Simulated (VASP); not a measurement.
# F (C2/c) in VASP: further runs, part 2 of 2

VASP 6.6.1. Earlier steps stand in the parts before.

## 5. Single point, PBE

The input, INCAR:

```
SYSTEM = F
ALGO = Normal
EDIFF = 1E-6
ENCUT = 520
GGA = PE
ISIF = 2
ISMEAR = 0
LASPH = .TRUE.
LCHARG = .FALSE.
LREAL = .FALSE.
LWAVE = .FALSE.
NBANDS = 22
NELM = 100
PREC = Accurate
SIGMA = 0.02
```

The input, KPOINTS:

```
k-points
0
G
  8 8 4
  0 0 0
```

The input, POSCAR:

```
F
1.0
    2.7500000000     -1.6400000000      0.0000000000
    2.7500000000      1.6400000000      0.0000000000
   -1.5347200000      0.0000000000      7.1163900000
F
4
Direct
    0.9680000000      0.6020000000      0.0997000000
    0.3980000000      0.0320000000      0.4003000000
    0.0320000000      0.3980000000      0.9003000000
    0.6020000000      0.9680000000      0.5997000000
```

Potentials or basis: VASP PAW PBE potentials, release 64 (F).

Launch:

```sh
> cat potpaw_PBE.64/F/POTCAR > POTCAR
> mpirun -np 1 vasp_std > vasp.out
```

OUTCAR:

```text
SYSTEM = F
   EDIFF = 1E-6
   ENCUT = 520
   GGA = PE
   ISIF = 2
   ISMEAR = 0
   LASPH = .TRUE.
   LREAL = .FALSE.
   NELM = 100
   PREC = Accurate

 ion  position               nearest neighbor table
   1  0.968  0.602  0.100-   3 1.49
   2  0.398  0.032  0.400-   4 1.49
   3  0.032  0.398  0.900-   1 1.49
   4  0.602  0.968  0.600-   2 1.49

  LATTYP: Found a base centered monoclinic cell.
 ALAT       =     5.5000000000
 B/A-ratio  =     0.5963636364
 C/A-ratio  =     1.3236360154
 COS(beta)  =    -0.2108132423

  Lattice vectors:

 A1 = (   2.7500000000,  -1.6400000000,   0.0000000000)
 A2 = (   2.7500000000,   1.6400000000,   0.0000000000)
 A3 = (  -1.5347200000,   0.0000000000,   7.1163900000)

Analysis of symmetry for initial positions (statically):
=====================================================================
 Subroutine PRICEL returns:
 Original cell was already a primitive cell.

 Routine SETGRP: Setting up the symmetry group for a
 base centered monoclinic supercell.
[... 169 lines left out ...]
  free energy    TOTEN  =        -7.18249994 eV

  energy without entropy =       -7.18249994  energy(sigma->0) =       -7.18249994

 E-fermi :  -5.2323     XC(G=0):  -7.6629

 val. band max:       -5.3984944372   @ k =   0.0000   0.0000   0.0000
 cond. band min:      -3.4737421777   @ k =   0.0000   0.0000   0.0000
 fundamental gap:      1.9247522595
 Fermi energy:        -5.2322916856

 k-point     1 :       0.0000    0.0000    0.0000
  band No.  band energies     occupation
      1     -29.2955      2.00000
      2     -29.1700      2.00000
      3     -24.3438      2.00000
      4     -24.0268      2.00000
      5     -11.5016      2.00000
      6     -10.7104      2.00000
[... 589 lines left out ...]
     21      12.6718      0.00000
     22      13.7924      0.00000

 [... further k-points ...]

------------------------ aborting loop because EDIFF is reached ----------------------------------------

  FORCE on cell =-STRESS in cart. coord.  units (eV):
  Direction    XX          YY          ZZ          XY          YZ          ZX
  --------------------------------------------------------------------------------------
  -------------------------------------------------------------------------------------
  Total        0.1099019     -0.3608624     -4.6009580      0.0000000      0.0000000     -0.2432651
  in kB        2.7431501     -9.0071203   -114.8398383      0.0000000      0.0000000     -6.0718934
  external PRESSURE =     -40.3679362 kB  Pullay stress =       0.0000000 kB

 VOLUME and BASIS-vectors are now :
 -----------------------------------------------------------------------------
  energy-cutoff  :      520.00
  volume of cell :       64.19
      direct lattice vectors                 reciprocal lattice vectors
     2.750000000 -1.640000000  0.000000000     0.181818182 -0.304878049  0.039210892
     2.750000000  1.640000000  0.000000000     0.181818182  0.304878049  0.039210892
    -1.534720000  0.000000000  7.116390000     0.000000000  0.000000000  0.140520685

 POSITION                                       TOTAL-FORCE (eV/Angst)
 -----------------------------------------------------------------------------------
      4.16449     -0.60024      0.70950        -0.114289     -0.499997     -1.583685
      0.56815     -0.60024      2.84869         0.114289     -0.499997      1.583685
     -0.19921      0.60024      6.40689         0.114289      0.499997      1.583685
      3.39713      0.60024      4.26770        -0.114289      0.499997     -1.583685
 -----------------------------------------------------------------------------------
    total drift:                                0.000000      0.000000      0.000000

  FREE ENERGIE OF THE ION-ELECTRON SYSTEM (eV)
  ---------------------------------------------------
  free  energy   TOTEN  =        -7.1824999392 eV

  energy  without entropy=       -7.1824999392  energy(sigma->0) =       -7.18249994
```

OSZICAR:

```text
N       E                     dE             d eps       ncg     rms          rms(c)
DAV:   1     0.181402508811E+03    0.18140E+03   -0.16014E+04  3464   0.119E+03
DAV:   2     0.224055106264E-01   -0.18138E+03   -0.17553E+03  4520   0.294E+02
DAV:   3    -0.868712331470E+01   -0.87095E+01   -0.86686E+01  4110   0.626E+01
DAV:   4    -0.874346468563E+01   -0.56341E-01   -0.56340E-01  3558   0.569E+00
DAV:   5    -0.874378357893E+01   -0.31889E-03   -0.31889E-03  4050   0.406E-01    0.111E+01
DAV:   6    -0.759131396085E+01    0.11525E+01   -0.37143E-01  3492   0.605E+00    0.627E+00
DAV:   7    -0.718405594058E+01    0.40726E+00   -0.52307E-01  3444   0.667E+00    0.601E-01
DAV:   8    -0.718225016909E+01    0.18058E-02   -0.59703E-02  3846   0.173E+00    0.103E-01
DAV:   9    -0.718240662330E+01   -0.15645E-03   -0.64537E-04  3636   0.193E-01    0.570E-02
DAV:  10    -0.718249776624E+01   -0.91143E-04   -0.89425E-05  3624   0.830E-02    0.161E-02
DAV:  11    -0.718249993309E+01   -0.21669E-05   -0.10039E-05  3678   0.292E-02    0.463E-03
DAV:  12    -0.718249993921E+01   -0.61264E-08   -0.10264E-06  2482   0.877E-03
   1 F= -.71824999E+01 E0= -.71824999E+01  d E =-.472663E-34
```

stdout:

```text
POSCAR found type information on POSCAR F
 POSCAR found :  1 types and       4 ions
 scaLAPACK will be used
 LDA part: xc-table for (Slater+PW92), standard interpolation
 POSCAR, INCAR and KPOINTS ok, starting setup
 FFT: planning ... GRIDC
 FFT: planning ... GRID_SOFT
 FFT: planning ... GRID
 WAVECAR not read
 entering main loop
```

Wall time 34 s (1 thread of Intel Xeon Platinum 8488C (Sapphire Rapids), shared host); peak memory 0.21 GiB.

Results:

| Quantity | Value |
| --- | --- |
| Free energy | -7.1825 eV |
| Pressure | -4.0 GPa |
| Largest force | 1.665 eV/Å |
| Band gap on the k mesh | 1.92 eV |

Forces on the atoms (eV/Å):
```
F   -0.114 -0.500 -1.584
F    0.114 -0.500  1.584
F    0.114  0.500  1.584
F   -0.114  0.500 -1.584
```

Levels at points of the mesh, in eV from the valence-band top:
```csv
k point,band 12,band 13,band 14,band 15,band 16,band 17
"(0.00, 0.00, 0.00)",-0.18,-0.11,0.00,1.92,2.89,9.41
"(0.50, 0.00, 0.00)",-0.53,-0.19,-0.14,2.52,2.52,13.92
"(0.50, 0.50, 0.00)",-0.43,-0.40,-0.10,2.40,2.62,14.24
"(0.00, 0.00, 0.50)",-0.21,-0.08,-0.08,2.41,2.41,10.20
"(0.50, 0.00, 0.50)",-0.36,-0.30,0.00,2.33,2.65,14.21
"(0.50, 0.50, 0.50)",-0.58,-0.28,-0.28,2.53,2.53,14.21
```

Caveat: the cell stands under tension; forces of over 1 eV/Å act on the atoms, so gaps and moduli don't describe the material at rest. A hybrid or GW would open this gap; PBE tends to underestimate it.

## 6. The runs side by side

| k mesh | gap on the mesh (eV) | pressure (GPa) | largest force (eV/Å) |
| --- | --- | --- | --- |
| 6 × 6 × 2, shifted | 2.07 | -4.0 | 1.66 |
| 6 × 6 × 4 | 1.92 | -4.0 | 1.66 |
| 6 × 6 × 4, shifted | 1.99 | -4.0 | 1.66 |
| 8 × 8 × 4 | 1.92 | -4.0 | 1.66 |

Alike in all rows: task single point; level PBE; potentials or basis VASP PAW PBE potentials, release 64 (F); no spin polarisation; cell as given; cutoff (eV) 520; smearing gaussian 0.02 eV.

Caveats: the cell stands under tension; forces of over 1 eV/Å act on the atoms, so gaps and moduli don't describe the material at rest; a shifted mesh leaves out Γ, where band edges can lie (at least some runs).

Absolute energies hang on the potentials; compare differences alone.
